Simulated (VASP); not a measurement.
Input of a VASP 6.6.1 run:

Contents of INCAR:

```
SYSTEM = SnSe
ALGO     = Normal         ! electronic algorithm
EDIFF    = 1E-6           ! SCF threshold, eV
ENCUT    = 500            ! plane-wave cutoff, eV
GGA      = LIBXC          ! functional
GGA_COMPAT= .False.      
ISIF     = 2              ! what is computed and relaxed
ISMEAR   = -1             ! smearing method
LASPH    = .True.         ! aspherical terms in the spheres
LCHARG   = .True.         ! write CHGCAR
LELF     = .True.         ! ELF
LIBXC1   = GGA_X_B88    
LIBXC2   = GGA_C_PBE    
LREAL    = .False.        ! projectors in reciprocal space
LVHAR    = .True.       
LWAVE    = .False.        ! write WAVECAR
NBANDS   = 17             ! bands
NELM     = 120            ! most SCF steps
PREC     = Accurate       ! precision mode
SIGMA    = 0.05           ! smearing width, eV
```

Contents of KPOINTS:

```
k-points
0
Gamma
  8 8 8
  0 0 0
```

File POSCAR:

```
SnSe
1.0
    0.0000000000      2.9897980490      2.9897980490
    2.9897980490      0.0000000000      2.9897980490
    2.9897980490      2.9897980490      0.0000000000
Sn Se
1 1
Direct
    0.0000000000      0.0000000000      0.0000000000
    0.5000000000      0.5000000000      0.5000000000
```

Potentials or basis: VASP PAW PBE potentials, release 64 (Sn_d, Se).

The run is started by

```sh
$ cat potpaw_PBE.64/Sn_d/POTCAR potpaw_PBE.64/Se/POTCAR > POTCAR
$ mpirun -np 1 vasp_std > vasp.out
```

Q: What does it give for the pressure?

A: 1.8 GPa.

Q: Estimate the band gap on the k mesh.

A: 0.66 eV.

Caveat: the PAW data sets were made with another functional, which shifts forces and pressure a little; spin-orbit coupling is left out, which moves the levels of the heavy elements. A k mesh can miss the band edges.
